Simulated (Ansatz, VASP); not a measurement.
## Ta5Si: VASP beside Ansatz

```
CELL_PARAMETERS angstrom
4.72727 0.00000 0.00000
-2.36364 4.09394 0.00000
0.00000 0.00000 5.50350
ATOMIC_POSITIONS crystal
Ta 0.33333 0.66667 0.25725
Ta 0.33333 0.66667 0.74275
Ta 0.66667 0.33333 0.74275
Ta 0.66667 0.33333 0.25725
Ta 0.00000 0.00000 0.50000
Si 0.00000 0.00000 0.00000
```

Alike in both runs: task relaxation of cell and atoms; functional PBE; k mesh 6 × 6 × 4; occupations gaussian, width 0.1 eV; no spin polarisation.

|  | VASP | Ansatz |
| --- | --- | --- |
| version | VASP 6.6.1 | Ansatz 0.2.0 |
| potentials or method | VASP PAW PBE potentials, release 64 (Ta_pv, Si), cutoff 600 eV | scalar-relativistic, plane waves, PAW |
| valence electrons in the cell | 59 | 69 |

|  | VASP | Ansatz | Ansatz less VASP |
| --- | --- | --- | --- |
| gap on the k mesh at the Fermi level, each at its own relaxed structure (eV) | none | none | - |
| relaxed volume (Å³/atom) | 17.70 | 17.67 | -0.037 |
| relaxed cell length with the largest relative difference (Å) | 5.440 | 5.436 | -0.0039 |

A gap of «none» marks a metal or a gap that the smearing closes. VASP's potentials hold 59 valence electrons a cell and Ansatz's 69, so a difference there can come from the potentials and not from the codes.

Spin-orbit coupling is off throughout.
